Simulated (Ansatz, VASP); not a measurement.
GaN: VASP beside Ansatz

The input POSCAR:

```
GaN
1.0
    3.1626686623      0.0000000000      0.0000000000
   -1.5813343312      2.7389514053      0.0000000000
    0.0000000000      0.0000000000      5.2928253000
Ga N
2 2
Direct
    0.3333333333      0.6666666667     -0.0116144019
    0.6666666667      0.3333333333      0.4883855981
    0.3333333333      0.6666666667      0.3866144019
    0.6666666667      0.3333333333      0.8866144019
```

File INCAR.step1:

```
ALGO     = Normal         # electronic algorithm
EDIFF    = 1E-5           # SCF threshold, eV
ENCUT    = 910            # plane-wave cutoff, eV
GGA      = PE             # functional
GGA_COMPAT= False        
ISMEAR   = 0              # smearing method
LASPH    = True           # aspherical terms in the spheres
LCHARG   = False          # write CHGCAR
LREAL    = False          # projectors in reciprocal space
LWAVE    = True           # write WAVECAR
NBANDS   = 26             # bands
NELM     = 120            # most SCF steps
PREC     = Accurate       # precision mode
SIGMA    = 0.02           # smearing width, eV
```

Contents of INCAR.step2:

```
ALGO     = Normal         # electronic algorithm
EDIFF    = 1E-6           # SCF threshold, eV
ENCUT    = 910            # plane-wave cutoff, eV
GGA_COMPAT= False        
ISIF     = 2              # what is computed and relaxed
ISMEAR   = 0              # smearing method
ISTART   = 1            
LASPH    = True           # aspherical terms in the spheres
LCHARG   = False          # write CHGCAR
LMIXTAU  = True         
LREAL    = False          # projectors in reciprocal space
LWAVE    = False          # write WAVECAR
METAGGA  = R2SCAN         # meta-GGA
NBANDS   = 26             # bands
NELM     = 120            # most SCF steps
PREC     = Accurate       # precision mode
SIGMA    = 0.02           # smearing width, eV
```

File KPOINTS:

```
k-points
0
Gamma
  12 12 6
```

Input for Ansatz:

```yaml
crystal:
  lattice:
    - [3.1626686623, 0.0, 0.0]
    - [-1.5813343312, 2.7389514053, 0.0]
    - [0.0, 0.0, 5.2928253]
  atoms:
    - { symbol: Ga, position: [0.3333333333, 0.6666666667, -0.0116144019] }
    - { symbol: Ga, position: [0.6666666667, 0.3333333333, 0.4883855981] }
    - { symbol: "N", position: [0.3333333333, 0.6666666667, 0.3866144019] }
    - { symbol: "N", position: [0.6666666667, 0.3333333333, 0.8866144019] }
basis:
  ecutwfc: 500
kpoints:
  mp_grid: { grid: [12, 12, 6] }
hamiltonian:
  xc: r2scan
scf:
  occupations: { method: gaussian, width: 0.02 }
output:
  forces: true
  stress: true
  eigenvalues: true
```

Alike in both runs: task single point; functional r2SCAN; k mesh 12 × 12 × 6; occupations gaussian, width 0.02 eV; no spin polarisation.

|  | VASP | Ansatz |
| --- | --- | --- |
| version | VASP 6.6.1 | Ansatz 0.2.0 |
| potentials or method | VASP PAW PBE potentials, release 64 (Ga_d, N_h), cutoff 910 eV | scalar-relativistic, plane waves, PAW |
| valence electrons in the cell | 36 | 36 |

Ansatz gave:

| Property | Result |
| --- | --- |
| gap on the k mesh at the Fermi level (eV) | 2.20 |
| least direct gap on the mesh (eV) | 2.20 |
| rms of the force components (eV/Å) | 0.612 |

Task: Estimate VASP's values.

Result: gap on the k mesh at the Fermi level (eV): 2.20; least direct gap on the mesh (eV): 2.20; rms of the force components (eV/Å): 0.634.

VASP's potentials were made for PBE, not for r2SCAN. Atom by atom the forces differ by 0.022 eV/Å (rms over components). With one functional, cell and mesh, what is left measures potentials, basis and numerics.

Noted on VASP's run: the cutoff is short for stress, so the pressure is rough.
